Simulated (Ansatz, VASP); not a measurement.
# One calculation of MoS2, two programs

Contents of INCAR:

```
SYSTEM = MoS2
ALGO = Normal ; EDIFF = 1E-6
ENCUT = 520 ; GGA = PE
ISIF = 2 ; ISMEAR = 0
LASPH = .TRUE. ; LCHARG = .FALSE.
LREAL = .FALSE. ; LWAVE = .FALSE.
NBANDS = 20 ; NELM = 100
PREC = Accurate ; SIGMA = 0.1
```

File KPOINTS:

```
k-points
0
G
  7 7 7
  0 0 0
```

The input POSCAR:

```
MoS2
1.0
    1.5800000000      0.9122100000      6.1500000000
   -1.5800000000      0.9122100000      6.1500000000
    0.0000000000     -1.8244300000      6.1500000000
Mo S
1 2
Direct
    0.0000000000      0.0000000000      0.0000000000
    0.2500000000      0.2500000000      0.2500000000
    0.4170000000      0.4170000000      0.4170000000
```

Input for Ansatz:

```yaml
crystal:
  lattice:
    - [1.58, 0.91221, 6.15]
    - [-1.58, 0.91221, 6.15]
    - [0.0, -1.82443, 6.15]
  atoms:
    - { symbol: Mo, position: [0.0, 0.0, 0.0] }
    - { symbol: S, position: [0.25, 0.25, 0.25] }
    - { symbol: S, position: [0.417, 0.417, 0.417] }
kpoints:
  mp_grid:
    grid: [7, 7, 7]
hamiltonian:
  xc: pbe
  pseudopotentials:
    kind: paw
scf:
  occupations:
    method: gaussian
    width: 0.1
output:
  stress: true
```

Alike in both runs: task single point; functional PBE; k mesh 7 × 7 × 7; occupations gaussian, width 0.1 eV; no spin polarisation.

```csv
,VASP,Ansatz
version,VASP 6.6.1,Ansatz 0.2.0
potentials or method,"VASP PAW PBE potentials, release 64 (Mo_sv, S)","plane waves, PAW"
plane-wave cutoff (eV),520,420
valence electrons in the cell,26,26
```

VASP gave:

| Item | Value |
| --- | --- |
| pressure (GPa) | 5.2 |
| traceless stress, the component that is largest in VASP (GPa) | 1.55 |

Problem. Which values does Ansatz return?

Solution. Pressure (GPa): 5.3; traceless stress, the component that is largest in VASP (GPa): 1.59.

The functional is the same, so the differences come from potentials, cutoffs and numerics.
